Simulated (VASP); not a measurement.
# Si: single point with PBE

Crystal: Si.

```xyz
2
Lattice="0.0000 2.6411 2.6411 2.6411 0.0000 2.6411 2.6411 2.6411 0.0000" Properties=species:S:1:pos:R:3 pbc="T T T"
Si    0.0000    0.0000    0.0000
Si    1.3205    1.3205    1.3205
```

* Program: VASP 6.6.1
* Task: single point
* Functional: PBE
* Potentials or basis: VASP PAW PBE potentials, release 64 (Si)
* Cutoff: 500 eV
* k mesh: 3 × 3 × 3
* Occupations: gaussian, width 0.01 eV
* Spin: no spin polarisation

The pressure is 14.2 GPa and the band gap on the k mesh is 0.55 eV, indirect (least direct gap 2.55 eV).

Levels at points of the mesh, in eV from the valence-band top:
```
           k point  band 1  band 2  band 3  band 4  band 5  band 6  band 7  band 8  band 9
(0.00, 0.00, 0.00)  -12.58    0.00    0.00    0.00    2.55    2.55    2.55    4.37    7.70
```

It took 2.4 s on 1 thread of Intel(R) Xeon(R) Platinum 8488C (Sapphire Rapids), on a shared host, peak memory 0.14 GiB.

Caveat: the k points lie up to 0.69 Å⁻¹ apart. A k mesh can miss the band edges.
